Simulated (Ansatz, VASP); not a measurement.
# KI: VASP beside Ansatz

```
CELL_PARAMETERS angstrom
0.00000 3.43689 3.54428
3.43689 0.00000 3.54428
3.43689 3.43689 0.00000
ATOMIC_POSITIONS crystal
K 0.00000 0.00000 0.00000
I 0.50000 0.50000 0.50000
```

Change from the starting cell: biaxial_xy strain -3.0%.

Alike in both runs: task single point; functional HSE06; k mesh 4 × 4 × 4; no spin polarisation.

|  | VASP | Ansatz |
| --- | --- | --- |
| version | VASP 6.6.1 | Ansatz 0.2.0 |
| potentials or method | VASP PAW PBE potentials, release 64 (K_sv, I) | plane waves, PAW |
| plane-wave cutoff (eV) | 520 | 420 |
| occupations | gaussian, width 0.01 eV | fixed |
| valence electrons in the cell | 16 | 26 |

Ansatz gave:

```
gap on the k mesh at the Fermi level (eV)                     : 5.09
pressure (GPa)                                                : 1.2
traceless stress, the component that is largest in VASP (GPa) : -0.67
```

**Question.** What did VASP give for the same quantities?

**Answer.** gap on the k mesh at the Fermi level (eV): 5.08; pressure (GPa): 1.2; traceless stress, the component that is largest in VASP (GPa): -0.67.

VASP's potentials hold 16 valence electrons a cell and Ansatz's 26, so a difference there can come from the potentials and not from the codes. Ansatz's warnings: stress exchange threshold loose, stress scf threshold loose.

Neither program's run includes spin-orbit coupling.
